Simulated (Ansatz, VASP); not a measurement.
# One calculation of N, two programs

```
CELL_PARAMETERS angstrom
4.01100 0.00000 0.00000
0.00000 4.01100 0.00000
0.00000 0.00000 5.41065
ATOMIC_POSITIONS crystal
N 0.91466 0.91466 0.00000
N 0.58534 0.41466 0.50000
N 0.08534 0.08534 0.00000
N 0.41466 0.58534 0.50000
```

Alike in both runs: task single point; functional PBE; k mesh 6 × 6 × 4; occupations gaussian, width 0.02 eV; no spin polarisation.

|  | VASP | Ansatz |
| --- | --- | --- |
| version | VASP 6.6.1 | Ansatz 0.2.0 |
| potentials or method | VASP PAW PBE potentials, release 64 (N), cutoff 520 eV | scalar-relativistic, plane waves, PAW |
| valence electrons in the cell | 20 | 20 |

Ansatz gave:

```
gap on the k mesh at the Fermi level (eV)                     : 8.55
least direct gap on the mesh (eV)                             : 8.76
pressure (GPa)                                                : 37.5
traceless stress, the component that is largest in VASP (GPa) : -37.06
rms of the force components (eV/Å)                            : 17.979
```

**Question.** Which values does VASP return?

**Answer.** gap on the k mesh at the Fermi level (eV): 8.46; least direct gap on the mesh (eV): 8.67; pressure (GPa): 44.7; traceless stress, the component that is largest in VASP (GPa): -45.03; rms of the force components (eV/Å): 21.989.

Atom by atom the forces differ by 4.010 eV/Å (rms over components). The pressures are high and differ by over a tenth, so treat them with care. The functional is the same, so the differences come from potentials, cutoffs and numerics.

Noted on VASP's run: the standard files for N, O and F lose accuracy on very short bonds.
